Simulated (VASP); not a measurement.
# BN (P1) in VASP: single point with LDA

Aim: the single point of BN with LDA.

All numbers are computed with VASP 6.6.1; they aren't measurements. Logs are shortened: lines on timing, memory, paths and dates and some standing lists are left out, and cuts for length are marked.

### Step 1. The cell of the first run

The typed cell holds 4 atoms: a = 2.615 Å, b = 2.623 Å, c = 6.729 Å, α = 90.46°, β = 89.38°, γ = 122.10°.

### Step 2. Single point, LDA (atoms moved at random and the cell strained at random)

File INCAR:

```
SYSTEM = BN
PREC = Accurate
ENCUT = 520
EDIFF = 1E-7
ISMEAR = 0
SIGMA = 0.05
LREAL = .False.
LASPH = .True.
NELM = 100
ALGO = Normal
ISIF = 2
LWAVE = .False.
LCHARG = .True.
GGA = CA
LELF = .True.
LVHAR = .True.
NBANDS = 16
```

File KPOINTS:

```
regular mesh
0
Gamma
  12 12 4
  0 0 0
```

File POSCAR:

```
BN
1.0
    2.6148554501     -0.0503045861      0.0139097584
   -1.3509927746      2.2484932540     -0.0102811260
    0.0370031908     -0.0102174713      6.7288176471
B N
2 2
Direct
    0.2822807989      0.7107382427      0.2491645241
    0.7104914612      0.3727106347      0.7555071849
    0.3454555450      0.6832254185      0.7442262241
    0.6617721950      0.2333257041      0.2511020670
```

Potentials or basis: VASP PAW LDA potentials, release 64 (B, N).

Launch:

```
$ cat potpaw_LDA.64/B/POTCAR potpaw_LDA.64/N/POTCAR > POTCAR
$ mpirun -np 1 vasp_std > vasp.out
```

OUTCAR:

```text
SYSTEM = BN
   PREC = Accurate
   ENCUT = 520
   EDIFF = 1E-7
   ISMEAR = 0
   LREAL = .False.
   LASPH = .True.
   NELM = 100
   ISIF = 2
   GGA = CA

 ion  position               nearest neighbor table
   1  0.282  0.711  0.249-   4 1.19   4 1.43   4 1.97
   2  0.710  0.373  0.756-   3 1.41   3 1.53   3 1.55
   3  0.345  0.683  0.744-   2 1.41   2 1.53   2 1.55
   4  0.662  0.233  0.251-   1 1.19   1 1.43   1 1.97

  LATTYP: Found a triclinic cell.
 ALAT       =     2.6153762746
 B/A-ratio  =     0.9695068670
 C/A-ratio  =     2.5728332910
 COS(alpha) =     0.0028556629
 COS(beta)  =     0.0108456002
 COS(gamma) =     0.4816760504

  Lattice vectors:

 A1 = (   2.6148554501,  -0.0503045861,   0.0139097584)
 A2 = (   1.2638626755,   2.1981886679,   0.0036286324)
 A3 = (   0.0370031908,  -0.0102174713,   6.7288176471)

Analysis of symmetry for initial positions (statically):
=====================================================================
 Subroutine PRICEL returns:
 Original cell was already a primitive cell.

 Routine SETGRP: Setting up the symmetry group for a
 triclinic supercell.

 Subroutine GETGRP returns: Found  1 space group operations
 (whereof  1 operations were pure point group operations)
 out of a pool of  2 trial point group operations.

The static configuration has the point symmetry C_1 .

Analysis of symmetry for dynamics (positions and initial velocities):
=====================================================================
 Subroutine PRICEL returns:
 Original cell was already a primitive cell.

 Routine SETGRP: Setting up the symmetry group for a
 triclinic supercell.

 Subroutine GETGRP returns: Found  1 space group operations
 (whereof  1 operations were pure point group operations)
 out of a pool of  2 trial point group operations.

The dynamic configuration has the point symmetry C_1 .

 Subroutine INISYM returns: Found  1 space group operations
 (whereof  1 operations are pure point group operations),
 and found     1 'primitive' translations

----------------------------------------------------------------------------------------

                                     Primitive cell

  volume of cell :      39.1035

  direct lattice vectors                    reciprocal lattice vectors
     2.614855450 -0.050304586  0.013909758     0.386911928  0.232465440 -0.001774720
    -1.350992775  2.248493254 -0.010281126     0.008652642  0.449944064  0.000635641
     0.037003191 -0.010217471  6.728817647    -0.000786601  0.000206930  0.148619159

  length of vectors
     2.615376275  2.623167759  6.728927148     0.451380295  0.450027702  0.148621385

  position of ions in fractional coordinates (direct lattice)
     0.282280799  0.710738243  0.249164524
     0.710491461  0.372710635  0.755507185
     0.345455545  0.683225419  0.744226224
     0.661772195  0.233325704  0.251102067

  ion indices of the primitive-cell ions
   primitive index   ion index
                 1           1
                 2           2
                 3           3
                 4           4

----------------------------------------------------------------------------------------

 KPOINTS: regular mesh

Automatic generation of k-mesh.
 Grid dimensions read from file:
 generate k-points for:   12   12    4

 Generating k-lattice:

  Cartesian coordinates                     Fractional coordinates (reciprocal lattice)
     0.032242661  0.019372120 -0.000147893     0.083333333  0.000000000  0.000000000
     0.000721054  0.037495339  0.000052970     0.000000000  0.083333333  0.000000000
    -0.000196650  0.000051732  0.037154790    -0.000000000 -0.000000000  0.250000000

  Length of vectors
     0.037615025  0.037502309  0.037155346

  Shift w.r.t. Gamma in fractional coordinates (k-lattice)
     0.000000000  0.000000000  0.000000000

 Subroutine IBZKPT returns following result:
 ===========================================

 Found    292 irreducible k-points:

 Following reciprocal coordinates:
            Coordinates               Weight
  0.000000  0.000000  0.000000      1.000000
  0.083333 -0.000000  0.000000      2.000000
  0.166667  0.000000  0.000000      2.000000
  0.250000 -0.000000  0.000000      2.000000
  0.333333 -0.000000  0.000000      2.000000
  0.416667 -0.000000 -0.000000      2.000000
[... 16 lines left out ...]
  0.250000  0.166667  0.000000      2.000000
  0.333333  0.166667  0.000000      2.000000
 [... further k-points ...]
   k-points           NKPTS =    292   k-points in BZ     NKDIM =    292   number of bands    NBANDS=     16
   number of dos      NEDOS =    301   number of ions     NIONS =      4
   total plane-waves  NPLWV =  20000
   dimension x,y,z NGX =    20 NGY =   20 NGZ =   50
   dimension x,y,z NGXF=    40 NGYF=   40 NGZF=  100
   ions per type =               2   2
   NGX,Y,Z   is equivalent  to a cutoff of  12.71, 12.68, 12.35 a.u.
   NGXF,Y,Z  is equivalent  to a cutoff of  25.43, 25.35, 24.71 a.u.
 SYSTEM =  BN
   PREC   = accura    normal or accurate (medium, high low for compatibility)
   ISTART =      0    job   : 0-new  1-cont  2-samecut
   ICHARG =      2    charge: 1-file 2-atom 10-const
   ISPIN  =      1    spin polarized calculation?
   LNONCOLLINEAR =      F non collinear calculations
   LSORBIT =      F    spin-orbit coupling
   LASPH  =      T    aspherical Exc in radial PAW
   ENCUT  =  520.0 eV  38.22 Ry    6.18 a.u.   4.86  4.88 12.51*2*pi/ulx,y,z
   NELM   =    100;   NELMIN=  2; NELMDL= -5     # of ELM steps
   EDIFF  = 0.1E-06   stopping-criterion for ELM
   LREAL  =      F    real-space projection
   EDIFFG = 0.1E-05   stopping-criterion for IOM
   NSW    =      0    number of steps for IOM
   IBRION =     -1    ionic relax: 0-MD 1-quasi-New 2-CG
   NFREE  =      0    steps in history (QN), initial steepest desc. (CG)
   ISIF   =      2    stress and relaxation
   ISYM   =      2    0-nonsym 1-usesym 2-fastsym
   POTIM  = 0.5000    time-step for ionic-motion
   TEBEG  =    0.0;   TEEND  =   0.0 temperature during run
   PSTRESS=    0.0 pullay stress
   NELECT =      16.0000    total number of electrons
   NUPDOWN=      -1.0000    fix difference up-down
   EMIN   =  10.00;   EMAX   =-10.00  energy-range for DOS
   EFERMI =   0.00;   METHOD = LEGACY
   ISMEAR =     0;   SIGMA  =   0.05  broadening in eV -4-tet -1-fermi 0-gaus
   EFERMI_NEDOS =   21; number of points for ismear=-14 and -15
   IALGO  =     38    algorithm
   IMIX   =      4    mixing-type and parameters
     AMIX     =   0.40;   BMIX     =  1.00
     AMIX_MAG =   1.60;   BMIX_MAG =  1.00
  volume/ion in A,a.u.               =       9.78        65.97
  Fermi-wavevector in a.u.,A,eV,Ry     =   1.215373  2.296723 20.097610  1.477133
  Thomas-Fermi vector in A             =   2.350763
   LORBIT       =      0    0 simple, 1 ext, 2 COOP (PROOUT), +10 PAW based schemes
   GGA     = CA    functional components
   LHFCALC =     F    Hartree Fock is set to
   AEXX    =    0.0000 exact exchange contribution
   IVDW    =     0    specifies the selected vdW correction
   LEPSILON=     F    determine dielectric tensor
   LRPA    =     F    only Hartree local field effects (RPA)
 non-spin polarized calculation
 Gauss-broadening in eV      SIGMA  =   0.05
  energy-cutoff  :      520.00
  volume of cell :       39.10
 maximum number of plane-waves:      1071
   NGX =  9   NGY =  9   NGZ = 25

 number of electron      16.0000001 magnetization

 Free energy of the ion-electron system (eV)
  ---------------------------------------------------
  ext. energy  EPLUGINS =         0.00000000
  ---------------------------------------------------
  free energy    TOTEN  =       -35.77582321 eV

  energy without entropy =      -35.77582321  energy(sigma->0) =      -35.77582321

 E-fermi :   2.9376     XC(G=0): -10.1754

 val. band max:        2.7339255837   @ k =  -0.0000   0.0000   0.5000
 cond. band min:       5.0199975307   @ k =  -0.0000   0.5000   0.5000
 fundamental gap:      2.2860719470
 Fermi energy:         2.9375715585

 k-point     1 :       0.0000    0.0000    0.0000
  band No.  band energies     occupation
      1     -15.4943      2.00000
      2     -15.1952      2.00000
      3      -4.4020      2.00000
      4      -3.9984      2.00000
      5      -2.3218      2.00000
      6      -0.6380      2.00000
[... 8 lines left out ...]
     15      13.9549      0.00000
     16      15.1084      0.00000

 k-point     2 :       0.0833   -0.0000    0.0000
  band No.  band energies     occupation
      1     -15.3754      2.00000
      2     -15.0866      2.00000
      3      -4.2242      2.00000
      4      -4.1796      2.00000
      5      -2.1622      2.00000
      6      -1.0650      2.00000
[... 8 lines left out ...]
     15      13.8859      0.00000
     16      15.4714      0.00000

 k-point     3 :       0.1667    0.0000    0.0000
  band No.  band energies     occupation
      1     -15.0319      2.00000
      2     -14.7655      2.00000
      3      -4.6816      2.00000
      4      -3.6920      2.00000
      5      -2.2007      2.00000
      6      -1.6855      2.00000
[... 8 lines left out ...]
     15      14.3919      0.00000
     16      16.2505      0.00000

 k-point     4 :       0.2500   -0.0000    0.0000
  band No.  band energies     occupation
      1     -14.5151      2.00000
      2     -14.2444      2.00000
      3      -5.3904      2.00000
      4      -3.7057      2.00000
      5      -2.8272      2.00000
      6      -1.0857      2.00000
[... 8 lines left out ...]
     15      15.5716      0.00000
     16      15.8762      0.00000
[... 324 lines left out ...]
 k-point    22 :       0.1667    0.1667   -0.0000
  band No.  band energies     occupation
      1     -14.3073      2.00000
      2     -13.9049      2.00000
      3      -5.6979      2.00000
      4      -4.0864      2.00000
      5      -2.2299      2.00000
      6      -2.0690      2.00000
[... 8 lines left out ...]
     15      15.8443      0.00000
     16      16.1145      0.00000

 k-point    23 :       0.2500    0.1667    0.0000
  band No.  band energies     occupation
      1     -13.7929      2.00000
      2     -13.2286      2.00000
      3      -6.2091      2.00000
      4      -5.3439      2.00000
      5      -2.8624      2.00000
      6      -1.0781      2.00000
[... 8 lines left out ...]
     15      15.2916      0.00000
     16      17.2206      0.00000

 k-point    24 :       0.3333    0.1667    0.0000
  band No.  band energies     occupation
      1     -13.3133      2.00000
      2     -12.6008      2.00000
      3      -6.6458      2.00000
      4      -6.3463      2.00000
      5      -3.4056      2.00000
      6      -1.2316      2.00000
[... 8 lines left out ...]
     15      15.3151      0.00000
     16      18.0345      0.00000

 [... further k-points ...]
[... 5 lines left out ...]
  --------------------------------------------------------------------------------------
  -------------------------------------------------------------------------------------
  Total       -3.7334799      5.7365615     -0.3329537      3.6454741      0.0578469     -0.1645699
  in kB     -152.9710302    235.0428385    -13.6420380    149.3651866      2.3701483     -6.7428864
  external PRESSURE =      22.8099235 kB  Pullay stress =       0.0000000 kB

 VOLUME and BASIS-vectors are now :
 -----------------------------------------------------------------------------
  energy-cutoff  :      520.00
  volume of cell :       39.10
      direct lattice vectors                 reciprocal lattice vectors
     2.614855450 -0.050304586  0.013909758     0.386911928  0.232465440 -0.001774720
    -1.350992775  2.248493254 -0.010281126     0.008652642  0.449944064  0.000635641
     0.037003191 -0.010217471  6.728817647    -0.000786601  0.000206930  0.148619159

 POSITION                                       TOTAL-FORCE (eV/Angst)
 -----------------------------------------------------------------------------------
     -0.21286      1.58134      1.67320        -1.384369    -12.309400      0.107200
      1.38226      0.79458      5.08972        -2.053744     -1.622897     -1.066557
      0.00782      1.51125      5.00554         2.043095      1.590595      1.073519
      1.42451      0.48878      1.69643         1.395018     12.341703     -0.114162
 -----------------------------------------------------------------------------------
    total drift:                               -0.000124      0.000064     -0.000167

  FREE ENERGIE OF THE ION-ELECTRON SYSTEM (eV)
  ---------------------------------------------------
  free  energy   TOTEN  =       -35.7758232141 eV

  energy  without entropy=      -35.7758232141  energy(sigma->0) =      -35.77582321
```

It took 2.7 min on 1 thread of Intel Xeon 6975P-C, shared host; peak memory 0.25 GiB.

Results:

| Property | Result |
| --- | --- |
| Free energy | -35.7758 eV |
| Pressure | 2.3 GPa |
| Largest force | 12.421 eV/Å |
| Band gap on the k mesh | 2.29 eV, indirect (least direct gap 3.45 eV) |

Forces on the atoms (eV/Å):
```
B    -1.384 -12.309   0.107
B    -2.054  -1.623  -1.067
N     2.043   1.591   1.074
N     1.395  12.342  -0.114
```

Stress tensor (GPa, compression positive):
```
-15.30  14.94  -0.67
 14.94  23.50   0.24
 -0.67   0.24  -1.36
```

Levels at points of the mesh, in eV from the valence-band top:
| k point | band 4 | band 5 | band 6 | band 7 | band 8 | band 9 | band 10 | band 11 | band 12 | band 13 |
| --- | --- | --- | --- | --- | --- | --- | --- | --- | --- | --- |
| (0.00, 0.00, 0.00) | -6.73 | -5.06 | -3.37 | -1.94 | 0.00 | 3.44 | 6.86 | 8.08 | 8.40 | 9.59 |
| (0.50, 0.00, 0.00) | -9.72 | -5.06 | -2.69 | -2.45 | -1.46 | 2.33 | 3.56 | 3.80 | 7.19 | 10.48 |
| (0.00, 0.50, 0.00) | -9.56 | -5.57 | -3.13 | -2.32 | -1.79 | 2.60 | 3.73 | 5.79 | 6.93 | 10.16 |
| (0.50, 0.50, 0.00) | -8.66 | -7.51 | -4.87 | -3.99 | -2.19 | 3.00 | 7.25 | 7.54 | 8.26 | 10.68 |
| (0.00, 0.00, 0.50) | -6.31 | -6.10 | -3.37 | -1.94 | 0.00 | 5.17 | 5.72 | 7.62 | 8.13 | 9.98 |
| (0.50, 0.00, 0.50) | -9.75 | -5.06 | -2.71 | -2.09 | -1.75 | 2.66 | 3.01 | 3.63 | 7.27 | 11.29 |
| (0.00, 0.50, 0.50) | -9.56 | -5.57 | -3.14 | -2.18 | -1.74 | 2.29 | 3.45 | 5.85 | 7.10 | 10.62 |
| (0.50, 0.50, 0.50) | -8.67 | -7.51 | -4.88 | -3.78 | -2.45 | 3.17 | 6.50 | 8.02 | 8.11 | 11.07 |

Caveat: the cell differs from its parent crystal (atoms moved at random and the cell strained at random); forces of over 1 eV/Å act on the atoms, so gaps and moduli don't describe the material at rest. A k mesh can miss the band edges.
